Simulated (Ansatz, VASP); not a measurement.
# Si in VASP and in Ansatz

```xyz
4
Lattice="4.0953 0.0000 0.0000 -2.0476 3.5466 0.0000 0.0000 0.0000 5.4193" Properties=species:S:1:pos:R:3 pbc="T T T"
Si    0.0000    2.3644    0.2123
Si    2.0476    1.1822    2.9220
Si    0.0000    2.3644    2.4973
Si    2.0476    1.1822    5.2070
```

Alike in both runs: task single point; functional LDA; k mesh 12 × 12 × 6; occupations gaussian, width 0.03 eV; no spin polarisation.

```csv
,VASP,Ansatz
version,VASP 6.6.1,Ansatz 0.2.0
potentials or method,"VASP PAW LDA potentials, release 64 (Si), cutoff 520 eV","scalar-relativistic, plane waves, PAW"
valence electrons in the cell,16,16
```

```csv
,VASP,Ansatz,Ansatz less VASP
gap on the k mesh at the Fermi level (eV),none,none,-
pressure (GPa),-0.3,-0.4,-0.04
"traceless stress, the component that is largest in VASP (GPa)",17.32,17.32,+0.001
rms of the force components (eV/Å),0.101,0.093,-0.0080
```

Ansatz warns that its potentials were made for another functional, while VASP's fit it. LDA's correlation is that of Perdew and Zunger in VASP and of Perdew and Wang (1992) in Ansatz. Atom by atom the forces differ by 0.008 eV/Å (rms over components). A gap of «none» marks a metal or a gap that the smearing closes.
